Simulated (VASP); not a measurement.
# BN (P6_3mc) in VASP: notebook

Runs on BN. Level: r2SCAN. Tasks: single point.

Everything below comes from runs of VASP 6.6.1. Logs are shortened: lines on timing, memory, paths and dates and some standing lists are left out, and cuts for length are marked.

### 1 The cell of the first run

Symmetry: P6_3mc, No. 186, hexagonal system. Conventional cell: a = 2.506 Å, b = 2.506 Å, c = 4.208 Å, α = 90.00°, β = 90.00°, γ = 120.00°. B (site symmetry 3m) has 4 N at 1.54 to 1.58 Å within 2.1 Å. N (site symmetry 3m) has 4 B at 1.54 to 1.58 Å within 2.1 Å.

### 2 Single point, r2SCAN (strain -0.0150 x Voigt [1, 1, 0, 0, 0, 0])

POSCAR

```
BN
1.0
    2.5058070254      0.0000000000      0.0000000000
   -1.2529035127      2.1700925410      0.0000000000
    0.0000000000      0.0000000000      4.2077449317
B N
2 2
Direct
    0.6666666667      0.3333333333      0.9997995909
    0.3333333333      0.6666666667      0.4997995909
    0.6666666667      0.3333333333      0.6252004091
    0.3333333333      0.6666666667      0.1252004091
```

INCAR.step1

```
PREC = Accurate
ENCUT = 520
ISMEAR = 0
SIGMA = 0.05
LREAL = F
LASPH = T
NELM = 60
NBANDS = 16
GGA = PE
ALGO = Normal
EDIFF = 1E-4
LWAVE = T
LCHARG = F
```

INCAR.step2

```
PREC = Accurate
ENCUT = 520
EDIFF = 1E-7
ISMEAR = 0
SIGMA = 0.05
LREAL = F
LASPH = T
NELM = 60
ALGO = Normal
ISIF = 2
LWAVE = F
LCHARG = F
METAGGA = R2SCAN
LMIXTAU = T
NBANDS = 16
ISTART = 1
```

KPOINTS

```
Automatic mesh
0
Gamma
  12 12 6
```

Potentials or basis: VASP PAW PBE potentials, release 64 (B, N).

Run with:

```
cat potpaw_PBE.64/B/POTCAR potpaw_PBE.64/N/POTCAR > POTCAR
cp INCAR.step1 INCAR
mpirun -np 1 vasp_std > vasp.out
cp INCAR.step2 INCAR
mpirun -np 1 vasp_std > vasp.out
```

OUTCAR:

```text
PREC = Accurate
   ENCUT = 520
   EDIFF = 1E-7
   ISMEAR = 0
   LREAL = F
   LASPH = T
   NELM = 60
   ISIF = 2
   METAGGA = R2SCAN
   ISTART = 1

 ion  position               nearest neighbor table
   1  0.667  0.333  1.000-   4 1.54   4 1.54   4 1.54   3 1.58
   2  0.333  0.667  0.500-   3 1.54   3 1.54   3 1.54   4 1.58
   3  0.667  0.333  0.625-   2 1.54   2 1.54   2 1.54   1 1.58
   4  0.333  0.667  0.125-   1 1.54   1 1.54   1 1.54   2 1.58

  LATTYP: Found a hexagonal cell.
 ALAT       =     2.5058070254
 C/A-ratio  =     1.6791975156

  Lattice vectors:

 A1 = (   2.5058070254,   0.0000000000,   0.0000000000)
 A2 = (  -1.2529035127,   2.1700925410,   0.0000000000)
 A3 = (   0.0000000000,   0.0000000000,   4.2077449317)

Analysis of symmetry for initial positions (statically):
=====================================================================
 Subroutine PRICEL returns:
 Original cell was already a primitive cell.

 Routine SETGRP: Setting up the symmetry group for a
 hexagonal supercell.

 Subroutine GETGRP returns: Found 12 space group operations
 (whereof  6 operations were pure point group operations)
 out of a pool of 24 trial point group operations.

The static configuration has the point symmetry C_3v.
 The point group associated with its full space group is C_6v.

Analysis of symmetry for dynamics (positions and initial velocities):
=====================================================================
 Subroutine PRICEL returns:
 Original cell was already a primitive cell.

 Routine SETGRP: Setting up the symmetry group for a
 hexagonal supercell.

 Subroutine GETGRP returns: Found 12 space group operations
 (whereof  6 operations were pure point group operations)
 out of a pool of 24 trial point group operations.

The dynamic configuration has the point symmetry C_3v.
 The point group associated with its full space group is C_6v.

 Subroutine INISYM returns: Found 12 space group operations
 (whereof  6 operations are pure point group operations),
 and found     1 'primitive' translations

----------------------------------------------------------------------------------------

                                     Primitive cell

  volume of cell :      22.8810

  direct lattice vectors                    reciprocal lattice vectors
     2.505807025  0.000000000  0.000000000     0.399073029  0.230404921  0.000000000
    -1.252903513  2.170092541  0.000000000     0.000000000  0.460809842  0.000000000
     0.000000000  0.000000000  4.207744932     0.000000000  0.000000000  0.237656991

  length of vectors
     2.505807025  2.505807025  4.207744932     0.460809842  0.460809842  0.237656991

  position of ions in fractional coordinates (direct lattice)
     0.666666667  0.333333333  0.999799591
     0.333333333  0.666666667  0.499799591
     0.666666667  0.333333333  0.625200409
     0.333333333  0.666666667  0.125200409

  ion indices of the primitive-cell ions
   primitive index   ion index
                 1           1
                 2           2
                 3           3
                 4           4

----------------------------------------------------------------------------------------

 KPOINTS: Automatic mesh

Automatic generation of k-mesh.
 Grid dimensions read from file:
 generate k-points for:   12   12    6

 Generating k-lattice:

  Cartesian coordinates                     Fractional coordinates (reciprocal lattice)
     0.033256086  0.019200410  0.000000000     0.083333333  0.000000000  0.000000000
     0.000000000  0.038400820  0.000000000     0.000000000  0.083333333  0.000000000
     0.000000000  0.000000000  0.039609499     0.000000000  0.000000000  0.166666667

  Length of vectors
     0.038400820  0.038400820  0.039609499

  Shift w.r.t. Gamma in fractional coordinates (k-lattice)
     0.000000000  0.000000000  0.000000000

 Subroutine IBZKPT returns following result:
 ===========================================

 Found     76 irreducible k-points:

 Following reciprocal coordinates:
            Coordinates               Weight
  0.000000  0.000000  0.000000      1.000000
  0.083333  0.000000  0.000000      6.000000
  0.166667  0.000000  0.000000      6.000000
  0.250000  0.000000  0.000000      6.000000
  0.333333  0.000000  0.000000      6.000000
  0.416667  0.000000  0.000000      6.000000
[... 16 lines left out ...]
  0.250000  0.000000  0.166667     12.000000
  0.333333  0.000000  0.166667     12.000000
 [... further k-points ...]
   k-points           NKPTS =     76   k-points in BZ     NKDIM =     76   number of bands    NBANDS=     16
   number of dos      NEDOS =    301   number of ions     NIONS =      4
   total plane-waves  NPLWV =  12800
   dimension x,y,z NGX =    20 NGY =   20 NGZ =   32
   dimension x,y,z NGXF=    40 NGYF=   40 NGZF=   64
   ions per type =               2   2
   NGX,Y,Z   is equivalent  to a cutoff of  13.27, 13.27, 12.64 a.u.
   NGXF,Y,Z  is equivalent  to a cutoff of  26.54, 26.54, 25.29 a.u.
 SYSTEM =  unknown system
   PREC   = accura    normal or accurate (medium, high low for compatibility)
   ISTART =      1    job   : 0-new  1-cont  2-samecut
   ICHARG =      0    charge: 1-file 2-atom 10-const
   ISPIN  =      1    spin polarized calculation?
   LNONCOLLINEAR =      F non collinear calculations
   LSORBIT =      F    spin-orbit coupling
   LASPH  =      T    aspherical Exc in radial PAW
   ENCUT  =  520.0 eV  38.22 Ry    6.18 a.u.   4.66  4.66  7.82*2*pi/ulx,y,z
   NELM   =     60;   NELMIN=  2; NELMDL=  0     # of ELM steps
   EDIFF  = 0.1E-06   stopping-criterion for ELM
   LREAL  =      F    real-space projection
   EDIFFG = 0.1E-05   stopping-criterion for IOM
   NSW    =      0    number of steps for IOM
   IBRION =     -1    ionic relax: 0-MD 1-quasi-New 2-CG
   NFREE  =      0    steps in history (QN), initial steepest desc. (CG)
   ISIF   =      2    stress and relaxation
   ISYM   =      2    0-nonsym 1-usesym 2-fastsym
   POTIM  = 0.5000    time-step for ionic-motion
   TEBEG  =    0.0;   TEEND  =   0.0 temperature during run
   PSTRESS=    0.0 pullay stress
   NELECT =      16.0000    total number of electrons
   NUPDOWN=      -1.0000    fix difference up-down
   EMIN   =  10.00;   EMAX   =-10.00  energy-range for DOS
   EFERMI =   0.00;   METHOD = LEGACY
   ISMEAR =     0;   SIGMA  =   0.05  broadening in eV -4-tet -1-fermi 0-gaus
   EFERMI_NEDOS =   21; number of points for ismear=-14 and -15
   IALGO  =     38    algorithm
   IMIX   =      4    mixing-type and parameters
     AMIX     =   0.40;   BMIX     =  1.00
     AMIX_MAG =   1.60;   BMIX_MAG =  1.00
  volume/ion in A,a.u.               =       5.72        38.60
  Fermi-wavevector in a.u.,A,eV,Ry     =   1.453081  2.745924 28.727933  2.111443
  Thomas-Fermi vector in A             =   2.570388
   LORBIT       =      0    0 simple, 1 ext, 2 COOP (PROOUT), +10 PAW based schemes
   METAGGA = R2SCAN    functional components
   LHFCALC =     F    Hartree Fock is set to
   AEXX    =    0.0000 exact exchange contribution
   IVDW    =     0    specifies the selected vdW correction
   LEPSILON=     F    determine dielectric tensor
   LRPA    =     F    only Hartree local field effects (RPA)
 non-spin polarized calculation
 Gauss-broadening in eV      SIGMA  =   0.05
  energy-cutoff  :      520.00
  volume of cell :       22.88
 maximum number of plane-waves:       640
 NGX is ok and might be reduce to    20
   NGX =  9   NGY =  9   NGZ = 15

 number of electron      15.9999997 magnetization

 Free energy of the ion-electron system (eV)
  ---------------------------------------------------
  ext. energy  EPLUGINS =         0.00000000
  ---------------------------------------------------
  free energy    TOTEN  =       -38.22100886 eV

  energy without entropy =      -38.22100886  energy(sigma->0) =      -38.22100886

 E-fermi :   8.0922     XC(G=0): -13.8077

 val. band max:        7.8260941727   @ k =   0.0000   0.0000   0.0000
 cond. band min:      13.4423582409   @ k =   0.3333   0.3333   0.0000
 fundamental gap:      5.6162640681
 Fermi energy:         8.0921924113

 k-point     1 :       0.0000    0.0000    0.0000
  band No.  band energies     occupation
      1     -14.0462      2.00000
      2      -9.8007      2.00000
      3      -3.8503      2.00000
      4       5.6647      2.00000
      5       5.6647      2.00000
      6       7.4801      2.00000
[... 8 lines left out ...]
     15      20.8373      0.00000
     16      25.4847      0.00000

 k-point     2 :       0.0833    0.0000    0.0000
  band No.  band energies     occupation
      1     -13.8837      2.00000
      2      -9.6735      2.00000
      3      -3.6886      2.00000
      4       4.9187      2.00000
      5       5.3568      2.00000
      6       7.2080      2.00000
[... 8 lines left out ...]
     15      21.3315      0.00000
     16      25.2028      0.00000

 k-point     3 :       0.1667    0.0000    0.0000
  band No.  band energies     occupation
      1     -13.4014      2.00000
      2      -9.3089      2.00000
      3      -3.2098      2.00000
      4       3.1205      2.00000
      5       4.6350      2.00000
      6       5.6704      2.00000
[... 8 lines left out ...]
     15      22.6176      0.00000
     16      24.3998      0.00000

 k-point     4 :       0.2500    0.0000    0.0000
  band No.  band energies     occupation
      1     -12.6184      2.00000
      2      -8.7709      2.00000
      3      -2.4367      2.00000
      4       0.9838      2.00000
      5       3.7447      2.00000
      6       3.8274      2.00000
[... 8 lines left out ...]
     15      24.2834      0.00000
     16      24.7778      0.00000
[... 324 lines left out ...]
 k-point    22 :       0.1667    0.0000    0.1667
  band No.  band energies     occupation
      1     -13.2322      2.00000
      2      -9.8345      2.00000
      3      -2.3999      2.00000
      4       3.2678      2.00000
      5       4.7703      2.00000
      6       5.2289      2.00000
[... 8 lines left out ...]
     15      22.2814      0.00000
     16      24.4323      0.00000

 k-point    23 :       0.2500    0.0000    0.1667
  band No.  band energies     occupation
      1     -12.4544      2.00000
      2      -9.2402      2.00000
      3      -1.7672      2.00000
      4       1.2013      2.00000
      5       3.3150      2.00000
      6       3.9707      2.00000
[... 8 lines left out ...]
     15      23.9175      0.00000
     16      24.8398      0.00000

 k-point    24 :       0.3333    0.0000    0.1667
  band No.  band energies     occupation
      1     -11.4268      2.00000
      2      -8.5923      2.00000
      3      -1.5548      2.00000
      4      -0.0859      2.00000
      5       1.3763      2.00000
      6       3.2963      2.00000
[... 8 lines left out ...]
     15      25.4656      0.00000
     16      25.7594      0.00000

 [... further k-points ...]
[... 5 lines left out ...]
  --------------------------------------------------------------------------------------
  -------------------------------------------------------------------------------------
  Total        2.7441114      2.7441114      0.4364772      0.0000000     -0.0000000      0.0000000
  in kB      192.1485204    192.1485204     30.5630585      0.0000000     -0.0000000      0.0000000
  external PRESSURE =     138.2866998 kB  Pullay stress =       0.0000000 kB

 VOLUME and BASIS-vectors are now :
 -----------------------------------------------------------------------------
  energy-cutoff  :      520.00
  volume of cell :       22.88
      direct lattice vectors                 reciprocal lattice vectors
     2.505807025  0.000000000  0.000000000     0.399073029  0.230404921  0.000000000
    -1.252903513  2.170092541  0.000000000     0.000000000  0.460809842  0.000000000
     0.000000000  0.000000000  4.207744932     0.000000000  0.000000000  0.237656991

 POSITION                                       TOTAL-FORCE (eV/Angst)
 -----------------------------------------------------------------------------------
      1.25290      0.72336      4.20690        -0.000000      0.000000     -0.041001
     -0.00000      1.44673      2.10303         0.000000     -0.000000     -0.041001
      1.25290      0.72336      2.63068        -0.000000     -0.000000      0.041001
     -0.00000      1.44673      0.52681         0.000000     -0.000000      0.041001
 -----------------------------------------------------------------------------------
    total drift:                               -0.000000     -0.000000      0.002002

  FREE ENERGIE OF THE ION-ELECTRON SYSTEM (eV)
  ---------------------------------------------------
  free  energy   TOTEN  =       -38.2210088633 eV

  energy  without entropy=      -38.2210088633  energy(sigma->0) =      -38.22100886
```

Wall time 74 s (1 thread of Intel Xeon 6975P-C, shared host); peak memory 0.15 GiB.

What came out:

```yaml
Free_energy: -38.2210 eV
Pressure: 13.8 GPa
Largest_force: 0.041 eV/Å
Band_gap_on_the_k_mesh: 5.62 eV, indirect (least direct gap 8.97 eV)
```

Forces on the atoms (eV/Å):
```
B    0.000  0.000 -0.041
B    0.000  0.000 -0.041
N    0.000  0.000  0.041
N    0.000  0.000  0.041
```

Stress tensor (GPa, compression positive):
```
19.21  0.00  0.00
 0.00 19.21  0.00
 0.00  0.00  3.06
```

Caveat: the cell differs from its parent crystal (strain -0.0150 x Voigt [1, 1, 0, 0, 0, 0]); the PAW data sets were made with another functional, which shifts forces and pressure a little. A k mesh can miss the band edges.

[end of part 1 of 3]
